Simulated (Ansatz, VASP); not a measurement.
## Ru: VASP beside Ansatz

POSCAR

```
Ru
1.0
    2.7028907931      0.0000000000      0.0000000000
   -1.3514453966      2.3407720905      0.0000000000
    0.0000000000      0.0000000000     20.2644000000
Ru
3
Direct
    0.0000000000      0.0000000000      0.3947817592
    0.3333333340      0.6666666660      0.5000000000
    0.0000000000      0.0000000000      0.6052182408
```

Contents of INCAR.step1:

```
ALGO = Normal
DIPOL = 0.5 0.5 0.500
EDIFF = 1E-4
ENCUT = 520
GGA = PE
IDIPOL = 3
ISMEAR = -1
LASPH = T
LCHARG = F
LDIPOL = T
LREAL = F
LWAVE = T
NBANDS = 28
NELM = 80
PREC = Accurate
SIGMA = 0.05
```

INCAR.step2

```
ALGO = Normal
DIPOL = 0.5 0.5 0.500
EDIFF = 1E-6
ENCUT = 520
IDIPOL = 3
ISIF = 2
ISMEAR = -1
ISTART = 1
LASPH = T
LCHARG = T
LDIPOL = T
LELF = T
LMIXTAU = T
LREAL = F
LVACPOTAV = T
LVHAR = T
LWAVE = F
METAGGA = R2SCAN
NBANDS = 28
NELM = 80
PREC = Accurate
SIGMA = 0.05
```

File KPOINTS:

```
k-points
0
Gamma
  15 15 1
```

Input for Ansatz:

```yaml
crystal:
  lattice:
    - [2.7028907931, 0.0, 0.0]
    - [-1.3514453966, 2.3407720905, 0.0]
    - [0.0, 0.0, 20.2644]
  atoms:
    - { symbol: Ru, position: [0.0, 0.0, 0.3947817592] }
    - { symbol: Ru, position: [0.333333334, 0.666666666, 0.5] }
    - { symbol: Ru, position: [0.0, 0.0, 0.6052182408] }
kpoints:
  mp_grid: { grid: [15, 15, 1] }
scf:
  occupations: { method: fermi_dirac, width: 0.05 }
hamiltonian:
  xc: r2scan
  pseudopotentials: { kind: paw }
output:
  forces: true
  stress: true
  eigenvalues: true
  populations: true
efield:
  axis: 3
  amplitude: 0
  dipole_correction: true
```

Alike in both runs: task single point; functional r2SCAN; k mesh 15 × 15 × 1; occupations fermi-dirac, width 0.05 eV; no spin polarisation.

|  | VASP | Ansatz |
| --- | --- | --- |
| version | VASP 6.6.1 | Ansatz 0.2.0 |
| potentials or method | VASP PAW PBE potentials, release 64 (Ru_pv) | PAW with Ansatz's default frozen-core files, scalar-relativistic |
| plane-wave cutoff (eV) | 520 | 500 |
| valence electrons in the cell | 42 | 48 |

```tsv
	VASP	Ansatz	Ansatz less VASP
rms of the force components (eV/Å)	0.444	0.480	+0.0363
```

VASP's potentials were made for PBE, not for r2SCAN. Atom by atom the forces differ by 0.036 eV/Å (rms over components). The functional is the same, so the differences come from potentials, cutoffs and numerics. VASP's potentials hold 42 valence electrons a cell and Ansatz's 48, so a difference there can come from the potentials and not from the codes.
